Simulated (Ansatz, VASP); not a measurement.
**Two plane-wave programs on Mo2Os**

```
Mo Os
1.0
     4.41509    0.00000    0.00000
    -2.20755    3.82358    0.00000
     0.00000    0.00000    2.72868
Mo Os
2 1
Direct
  0.33333 0.66667 0.50000
  0.66667 0.33333 0.50000
  0.00000 0.00000 0.00000
```

Alike in both runs: functional PBE; k mesh 6 × 6 × 6; occupations gaussian, width 0.1 eV; no spin polarisation.

Ansatz relaxed the structure, and its values are those at the end. VASP's run is a single point on that final structure, the one shown.

|  | VASP | Ansatz |
| --- | --- | --- |
| version | VASP 6.6.1 | Ansatz 0.2.0 |
| potentials or method | VASP PAW PBE potentials, release 64 (Mo_sv, Os), cutoff 520 eV | scalar-relativistic, plane waves, PAW |
| valence electrons in the cell | 36 | 44 |

VASP gave:

```
gap on the k mesh at the Fermi level (eV) : none
pressure (GPa)                            : 0.7
```

What did Ansatz give for the same quantities?

gap on the k mesh at the Fermi level (eV): none; pressure (GPa): 0.3.

A gap of «none» marks a metal or a gap that the smearing closes. With one functional, cell and mesh, what is left measures potentials, basis and numerics. VASP's potentials hold 36 valence electrons a cell and Ansatz's 44, so a difference there can come from the potentials and not from the codes.

The k mesh is coarse, so the values compare programs but aren't converged. Neither program's run includes spin-orbit coupling.
